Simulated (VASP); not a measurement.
Here is a VASP 6.6.1 calculation.

The input INCAR:

```
  PREC = Accurate
  ENCUT = 500
  EDIFF = 1E-6
  ISMEAR = 0
  SIGMA = 0.1
  LREAL = False
  LASPH = True
  NELM = 120
  ALGO = Normal
  ISIF = 2
  LWAVE = False
  LCHARG = False
  GGA = PS
  NBANDS = 11
  GGA_COMPAT = False
```

The input KPOINTS:

```
regular mesh
0
Gamma
  18 18 18
```

The input POSCAR:

```
Hf
1.0
   -1.7481748149      1.7481748149      1.7481748149
    1.7481748149     -1.7481748149      1.7481748149
    1.7481748149      1.7481748149     -1.7481748149
Hf
1
Direct
    0.0000000000      0.0000000000      0.0000000000
```

Potentials or basis: VASP PAW PBE potentials, release 64 (Hf_pv).

The run is started by

```bash
$ cat potpaw_PBE.64/Hf_pv/POTCAR > POTCAR
$ mpirun -np 1 vasp_std > vasp.out
```

Predict the band gap on the k mesh.

zero (bands 5 and 6 overlap by 2.24 eV).

Estimate the pressure.

-0.8 GPa.

Caveat: the PAW data sets were made with another functional, which shifts forces and pressure a little; spin-orbit coupling is left out, which moves the levels of the heavy elements.
